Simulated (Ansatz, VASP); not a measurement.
# Sr: VASP beside Ansatz

```
Sr
1.0
    -2.12988    2.43415    2.43415
     2.43415   -2.12988    2.43415
     2.43415    2.43415   -2.12988
Sr
1
Direct
  0.00000 0.00000 0.00000
```

Alike in both runs: task single point; functional PBEsol; k mesh 16 × 16 × 16; occupations gaussian, width 0.15 eV; no spin polarisation.

|  | VASP | Ansatz |
| --- | --- | --- |
| version | VASP 6.6.1 | Ansatz 0.2.0 |
| potentials or method | VASP PAW PBE potentials, release 64 (Sr_sv), cutoff 520 eV | scalar-relativistic, plane waves, PAW |
| valence electrons in the cell | 10 | 10 |

|  | VASP | Ansatz | Ansatz less VASP |
| --- | --- | --- | --- |
| gap on the k mesh at the Fermi level (eV) | none | none | - |
| pressure (GPa) | -0.9 | -0.9 | -0.01 |
| traceless stress, the component that is largest in VASP (GPa) | -0.99 | -0.99 | +0.002 |

VASP's potentials were made for PBE, not for PBEsol. A gap of «none» marks a metal or a gap that the smearing closes.
